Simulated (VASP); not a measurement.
# LiSb3 (P1) in VASP: single point with r2SCAN

Aim: the single point of LiSb3 with r2SCAN.

All numbers are computed with VASP 6.6.1; they aren't measurements. Logs are shortened: lines on timing, memory, paths and dates and some standing lists are left out, and cuts for length are marked.

### Step 1. The cell of the first run

The typed cell holds 4 atoms: a = 5.055 Å, b = 4.938 Å, c = 5.001 Å, α = 60.98°, β = 58.66°, γ = 60.49°.

### Step 2. Single point, r2SCAN

File POSCAR:

```
LiSb3
1.0
   -0.0072222900      3.6334892200      3.5139190600
    3.4693402200     -0.0078958800      3.5145926500
    3.4531901600      3.6180137400      0.0082541900
Sb Li
3 1
Direct
    0.0057700000      0.0027170000      0.0041350000
    0.2425470000      0.2454700000      0.2437230000
    0.7617460000      0.7527850000      0.7341660000
    0.5005750000      0.5222030000      0.4953900000
```

File INCAR.step1:

```
SYSTEM = LiSb3
  ALGO = Normal
  EDIFF = 1E-4
  ENCUT = 520
  GGA = PE
  ISMEAR = -5
  LASPH = .TRUE.
  LCHARG = .FALSE.
  LREAL = .FALSE.
  LWAVE = .TRUE.
  NELM = 100
  PREC = Accurate
  SIGMA = 0.1
```

File INCAR.step2:

```
SYSTEM = LiSb3
  ALGO = Normal
  EDIFF = 1E-6
  ENCUT = 520
  ISIF = 2
  ISMEAR = -1
  ISTART = 1
  LASPH = .TRUE.
  LCHARG = .FALSE.
  LMIXTAU = .TRUE.
  LORBIT = 11
  LREAL = .FALSE.
  LWAVE = .FALSE.
  METAGGA = R2SCAN
  NELM = 100
  PREC = Accurate
  SIGMA = 0.1
```

File KPOINTS:

```
Automatic mesh
0
Gamma
  5 5 5
  0.5 0 0.5
```

Potentials or basis: VASP PAW PBE potentials, release 64 (Sb, Li_sv).

On the command line:

```console
$ cat potpaw_PBE.64/Sb/POTCAR potpaw_PBE.64/Li_sv/POTCAR > POTCAR
$ cp INCAR.step1 INCAR
$ mpirun -np 1 vasp_std > vasp.out
$ cp INCAR.step2 INCAR
$ mpirun -np 1 vasp_std > vasp.out
```

OUTCAR:

```text
SYSTEM = LiSb3
   EDIFF = 1E-6
   ENCUT = 520
   ISIF = 2
   ISMEAR = -1
   ISTART = 1
   LASPH = .TRUE.
   LORBIT = 11
   LREAL = .FALSE.
   METAGGA = R2SCAN
   NELM = 100
   PREC = Accurate

 ion  position               nearest neighbor table
   1  0.006  0.003  0.004-   2 2.93   3 2.97   3 3.07   3 3.09   2 3.10   2 3.10   3 3.12   2 3.13

   2  0.243  0.245  0.244-   1 2.93   4 2.97   4 3.04   4 3.05   1 3.10   1 3.10   1 3.13   3 3.42
                             3 3.46   3 3.47   3 3.60   3 3.60   3 3.67
   3  0.762  0.753  0.734-   1 2.97   4 2.98   4 3.03   1 3.07   1 3.09   4 3.10   1 3.12   4 3.15
                             2 3.42   2 3.46   2 3.47   2 3.60   2 3.60   2 3.67
   4  0.501  0.522  0.495-   2 2.97   3 2.98   3 3.03   2 3.04   2 3.05   3 3.10   3 3.15

  LATTYP: Found a triclinic cell.
 ALAT       =     5.0439955187
 B/A-ratio  =     0.9790841905
 C/A-ratio  =     0.9765846804
 COS(alpha) =     0.0129699677
 COS(beta)  =     0.4902185534
 COS(gamma) =     0.4981185945

  Lattice vectors:

 A1 = (   0.0161500600,  -3.6259096200,   3.5063384600)
 A2 = (   3.4693402200,  -0.0078958800,   3.5145926500)
 A3 = (  -3.4604124500,   0.0154754800,   3.5056648700)

Analysis of symmetry for initial positions (statically):
=====================================================================
 Subroutine PRICEL returns:
 Original cell was already a primitive cell.

 Routine SETGRP: Setting up the symmetry group for a
 triclinic supercell.

 Subroutine GETGRP returns: Found  1 space group operations
 (whereof  1 operations were pure point group operations)
 out of a pool of  2 trial point group operations.

The static configuration has the point symmetry C_1 .

Analysis of symmetry for dynamics (positions and initial velocities):
=====================================================================
 Subroutine PRICEL returns:
 Original cell was already a primitive cell.

 Routine SETGRP: Setting up the symmetry group for a
 triclinic supercell.

 Subroutine GETGRP returns: Found  1 space group operations
 (whereof  1 operations were pure point group operations)
 out of a pool of  2 trial point group operations.

The dynamic configuration has the point symmetry C_1 .

 Subroutine INISYM returns: Found  1 space group operations
 (whereof  1 operations are pure point group operations),
 and found     1 'primitive' translations

----------------------------------------------------------------------------------------

                                     Primitive cell

  volume of cell :      88.2888

  direct lattice vectors                    reciprocal lattice vectors
    -0.007222290  3.633489220  3.513919060    -0.144026335  0.137139962  0.142480011
     3.469340220 -0.007895880  3.514592650     0.143658296 -0.137438643  0.142410614
     3.453190160  3.618013740  0.008254190     0.144955902  0.138368249 -0.142778653

  length of vectors
     5.054693189  4.938496269  5.001461170     0.244645679  0.244556475  0.246056355

  position of ions in fractional coordinates (direct lattice)
     0.005770000  0.002717000  0.004135000
     0.242547000  0.245470000  0.243723000
     0.761746000  0.752785000  0.734166000
     0.500575000  0.522203000  0.495390000

  ion indices of the primitive-cell ions
   primitive index   ion index
                 1           1
                 2           2
                 3           3
                 4           4

----------------------------------------------------------------------------------------

 KPOINTS: Automatic mesh

Automatic generation of k-mesh.
 Grid dimensions read from file:
 generate k-points for:    5    5    5

 Generating k-lattice:

  Cartesian coordinates                     Fractional coordinates (reciprocal lattice)
    -0.028805267  0.027427992  0.028496002     0.200000000  0.000000000  0.000000000
     0.028731659 -0.027487729  0.028482123     0.000000000  0.200000000  0.000000000
     0.028991180  0.027673650 -0.028555731     0.000000000  0.000000000  0.200000000

  Length of vectors
     0.048929136  0.048911295  0.049211271

  Shift w.r.t. Gamma in fractional coordinates (k-lattice)
     0.500000000  0.000000000  0.500000000

 Subroutine IBZKPT returns following result:
 ===========================================

 Found     63 irreducible k-points:

 Following reciprocal coordinates:
            Coordinates               Weight
  0.100000  0.000000  0.100000      2.000000
  0.300000  0.000000  0.100000      2.000000
  0.500000  0.000000  0.100000      2.000000
 -0.300000  0.000000  0.100000      2.000000
 -0.100000  0.000000  0.100000      2.000000
  0.100000  0.200000  0.100000      2.000000
[... 16 lines left out ...]
  0.500000 -0.200000  0.100000      2.000000
 -0.300000 -0.200000  0.100000      2.000000
 [... further k-points ...]
   k-points           NKPTS =     63   k-points in BZ     NKDIM =     63   number of bands    NBANDS=     13
   number of dos      NEDOS =    301   number of ions     NIONS =      4
   total plane-waves  NPLWV =  64000
   dimension x,y,z NGX =    40 NGY =   40 NGZ =   40
   dimension x,y,z NGXF=    80 NGYF=   80 NGZF=   80
   ions per type =               3   1
   NGX,Y,Z   is equivalent  to a cutoff of  13.16, 13.47, 13.30 a.u.
   NGXF,Y,Z  is equivalent  to a cutoff of  26.31, 26.93, 26.59 a.u.
 SYSTEM =  LiSb3
   PREC   = accura    normal or accurate (medium, high low for compatibility)
   ISTART =      1    job   : 0-new  1-cont  2-samecut
   ICHARG =      0    charge: 1-file 2-atom 10-const
   ISPIN  =      1    spin polarized calculation?
   LNONCOLLINEAR =      F non collinear calculations
   LSORBIT =      F    spin-orbit coupling
   LASPH  =      T    aspherical Exc in radial PAW
   ENCUT  =  520.0 eV  38.22 Ry    6.18 a.u.   9.40  9.18  9.30*2*pi/ulx,y,z
   NELM   =    100;   NELMIN=  2; NELMDL=  0     # of ELM steps
   EDIFF  = 0.1E-05   stopping-criterion for ELM
   LREAL  =      F    real-space projection
   EDIFFG = 0.1E-04   stopping-criterion for IOM
   NSW    =      0    number of steps for IOM
   IBRION =     -1    ionic relax: 0-MD 1-quasi-New 2-CG
   NFREE  =      0    steps in history (QN), initial steepest desc. (CG)
   ISIF   =      2    stress and relaxation
   ISYM   =      2    0-nonsym 1-usesym 2-fastsym
   POTIM  = 0.5000    time-step for ionic-motion
   TEBEG  =    0.0;   TEEND  =   0.0 temperature during run
   PSTRESS=    0.0 pullay stress
   NELECT =      18.0000    total number of electrons
   NUPDOWN=      -1.0000    fix difference up-down
   EMIN   =  10.00;   EMAX   =-10.00  energy-range for DOS
   EFERMI =   0.00;   METHOD = LEGACY
   ISMEAR =    -1;   SIGMA  =   0.10  broadening in eV -4-tet -1-fermi 0-gaus
   EFERMI_NEDOS =   21; number of points for ismear=-14 and -15
   IALGO  =     38    algorithm
   IMIX   =      4    mixing-type and parameters
     AMIX     =   0.40;   BMIX     =  1.00
     AMIX_MAG =   1.60;   BMIX_MAG =  1.00
  volume/ion in A,a.u.               =      22.07       148.95
  Fermi-wavevector in a.u.,A,eV,Ry     =   0.963527  1.820802 12.631431  0.928384
  Thomas-Fermi vector in A             =   2.093080
   LORBIT       =     11    0 simple, 1 ext, 2 COOP (PROOUT), +10 PAW based schemes
   METAGGA = R2SCAN    functional components
   LHFCALC =     F    Hartree Fock is set to
   AEXX    =    0.0000 exact exchange contribution
   IVDW    =     0    specifies the selected vdW correction
   LEPSILON=     F    determine dielectric tensor
   LRPA    =     F    only Hartree local field effects (RPA)
 non-spin polarized calculation
  energy-cutoff  :      520.00
  volume of cell :       88.29
 maximum number of plane-waves:      2392
 NGX is ok and might be reduce to    40

 number of electron      18.0000000 magnetization

 Free energy of the ion-electron system (eV)
  ---------------------------------------------------
  ext. energy  EPLUGINS =         0.00000000
  ---------------------------------------------------
  free energy    TOTEN  =       -78.73653671 eV

  energy without entropy =      -78.67399311  energy(sigma->0) =      -78.70526491

 E-fermi :   8.5307     XC(G=0): -10.6981

 val. band max:        8.4596391298   @ k =   0.1000   0.2000   0.3000
 cond. band min:       8.5530482551   @ k =   0.5000  -0.4000   0.1000
 fundamental gap:      0.0934091253
 Fermi energy:         8.5306996739

 k-point     1 :       0.1000    0.0000    0.1000
  band No.  band energies     occupation
      1     -40.2644      2.00000
      2      -5.3247      2.00000
      3       0.8448      2.00000
      4       2.1714      2.00000
      5       4.3884      2.00000
      6       4.4722      2.00000
      7       5.8414      2.00000
      8       5.9949      2.00000
      9       6.5870      2.00000
     10       6.6923      2.00000
     11       8.2462      1.89007
     12       9.3596      0.00050
     13       9.6240      0.00004

 k-point     2 :       0.3000    0.0000    0.1000
  band No.  band energies     occupation
      1     -40.2644      2.00000
      2      -4.7848      2.00000
      3      -0.4180      2.00000
      4       1.0493      2.00000
      5       3.8471      2.00000
      6       4.4127      2.00000
      7       5.3303      2.00000
      8       6.5874      2.00000
      9       6.9886      2.00000
     10       8.1700      1.94718
     11       9.4936      0.00013
     12      10.0887      0.00000
     13      10.6189      0.00000
[... 321 lines left out ...]
 k-point    23 :       0.5000   -0.2000    0.1000
  band No.  band energies     occupation
      1     -40.2643      2.00000
      2      -3.3625      2.00000
      3      -1.9773      2.00000
      4      -0.6576      2.00000
      5       2.6738      2.00000
      6       4.2712      2.00000
      7       6.0535      2.00000
      8       7.4715      1.99995
      9       8.2068      1.92457
     10       9.2199      0.00203
     11      10.3581      0.00000
     12      11.3409      0.00000
     13      11.7688      0.00000

 k-point    24 :      -0.3000   -0.2000    0.1000
  band No.  band energies     occupation
      1     -40.2644      2.00000
      2      -4.2699      2.00000
      3      -0.6712      2.00000
      4      -0.1045      2.00000
      5       3.0512      2.00000
      6       3.5518      2.00000
      7       6.0370      2.00000
      8       7.4206      1.99997
      9       7.9617      1.99326
     10       8.6615      0.42559
     11       9.6911      0.00002
     12      11.2455      0.00000
     13      11.9600      0.00000

 [... further k-points ...]
[... 5 lines left out ...]
  --------------------------------------------------------------------------------------
  -------------------------------------------------------------------------------------
  Total        4.6041409      6.5396354      5.2004817      0.7471444      0.0031059      0.1413359
  in kB       83.5513867    118.6748245     94.3731891     13.5584358      0.0563619      2.5648237
  external PRESSURE =      98.8664668 kB  Pullay stress =       0.0000000 kB

 VOLUME and BASIS-vectors are now :
 -----------------------------------------------------------------------------
  energy-cutoff  :      520.00
  volume of cell :       88.29
      direct lattice vectors                 reciprocal lattice vectors
    -0.007222290  3.633489220  3.513919060    -0.144026335  0.137139962  0.142480011
     3.469340220 -0.007895880  3.514592650     0.143658296 -0.137438643  0.142410614
     3.453190160  3.618013740  0.008254190     0.144955902  0.138368249 -0.142778653

 POSITION                                       TOTAL-FORCE (eV/Angst)
 -----------------------------------------------------------------------------------
      0.02366      0.03590      0.02986        -0.190820     -0.374385     -0.057958
      1.69149      1.76115      1.71703         0.151608      0.198075      0.212275
      5.14138      5.41807      5.32851         0.114556      0.145734     -0.077164
      3.51876      3.60704      3.59840        -0.075344      0.030577     -0.077152
 -----------------------------------------------------------------------------------
    total drift:                               -0.005897      0.009056     -0.015663

  FREE ENERGIE OF THE ION-ELECTRON SYSTEM (eV)
  ---------------------------------------------------
  free  energy   TOTEN  =       -78.7365367127 eV

  energy  without entropy=      -78.6739931071  energy(sigma->0) =      -78.70526491

 total charge

# of ion       s       p       d       tot
------------------------------------------
    1        1.248   1.069   0.076   2.393
    2        1.205   1.184   0.045   2.433
    3        1.206   1.182   0.044   2.432
    4        2.015   0.015   0.000   2.030
--------------------------------------------------
tot          5.673   3.449   0.165   9.288
```

It took 5.1 min on 1 thread of Intel Xeon Platinum 8559C (Emerald Rapids), shared host; peak memory 0.29 GiB.

Results:

* Free energy: -78.7365 eV
* Largest force: 0.424 eV/Å
* Band gap on the k mesh: zero (bands 9 and 10 overlap by 3.44 eV)
* Valence electrons inside the program's atomic spheres: Sb 2.39, 2.43 (each value once); Li 2.03

Forces on the atoms (eV/Å):
```
Sb  -0.191 -0.374 -0.058
Sb   0.152  0.198  0.212
Sb   0.115  0.146 -0.077
Li  -0.075  0.031 -0.077
```

Levels at points of the mesh, in eV from the Fermi level:
| k point | band 7 | band 8 | band 9 | band 10 | band 11 | band 12 |
| --- | --- | --- | --- | --- | --- | --- |
| (0.50, 0.00, 0.50) | -2.93 | 1.45 | 1.60 | 1.89 | 2.42 | 2.99 |

Caveat: the cutoff is under 1.25 times the usual one of these potentials, so pressure, stress and relaxed cells hold a basis-set (Pulay) error; the PAW data sets were made with another functional, which shifts forces and pressure a little; spin-orbit coupling is left out, which moves the levels of the heavy elements.
